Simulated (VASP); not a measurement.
Wanted: the native input for a VASP 6.6.1 run.

| Quantity | Value |
| --- | --- |
| Task | single point |
| Functional | PBE |
| Potentials or basis | VASP PAW PBE potentials, release 64 (Mg, Be, S) |
| Cutoff | 520 eV |
| k mesh | 6 × 6 × 4 |
| Occupations | gaussian, width 0.1 eV |
| Spin | no spin polarisation |
| Dipole correction | no |
| Further INCAR settings | ALGO = Normal; EDIFF = 1e-06; NBANDS = 21 |

The structure of MgBe2S3 lies in POSCAR:

```
MgBe2S3
1.0
    5.2800951100      0.0000000000      0.0000000000
   -2.6400475500      4.5726965000      0.0000000000
    0.0000000000      0.0000000000      4.2311070100
Mg Be S
1 2 3
Direct
    0.0000000000      0.0000000000      0.0000000000
    0.3333333300      0.6666666700      0.0000000000
    0.6666666700      0.3333333300      0.0000000000
    0.5000000000      0.0000000000      0.5000000000
    0.0000000000      0.5000000000      0.5000000000
    0.5000000000      0.5000000000      0.5000000000
```

These files were run (other wordings do the same):

INCAR

```
  PREC = Accurate
  ENCUT = 520
  EDIFF = 1E-6
  ISMEAR = 0
  SIGMA = 0.1
  LREAL = False
  LASPH = True
  NELM = 60
  ALGO = Normal
  ISIF = 2
  LWAVE = False
  LCHARG = True
  GGA = PE
  LELF = True
  LVHAR = True
  NBANDS = 21
```

KPOINTS

```
regular mesh
0
Gamma
  6 6 4
```

Potentials or basis: VASP PAW PBE potentials, release 64 (Mg, Be, S).

The run is started by

```console
$ cat potpaw_PBE.64/Mg/POTCAR potpaw_PBE.64/Be/POTCAR potpaw_PBE.64/S/POTCAR > POTCAR
$ mpirun -np 1 vasp_std > vasp.out
```

Results of the run:

- Pressure: -3.8 GPa
- Band gap on the k mesh: zero (band 12 reaches 6.42 eV, above the bottom of band 13 at 4.01 eV)

Caveat: the k points lie up to 0.37 Å⁻¹ apart.

Run time: 20 s on 1 thread of AMD EPYC 9R45 96-Core Processor (Zen 5), with other jobs on the host, peak memory 0.2 GiB.
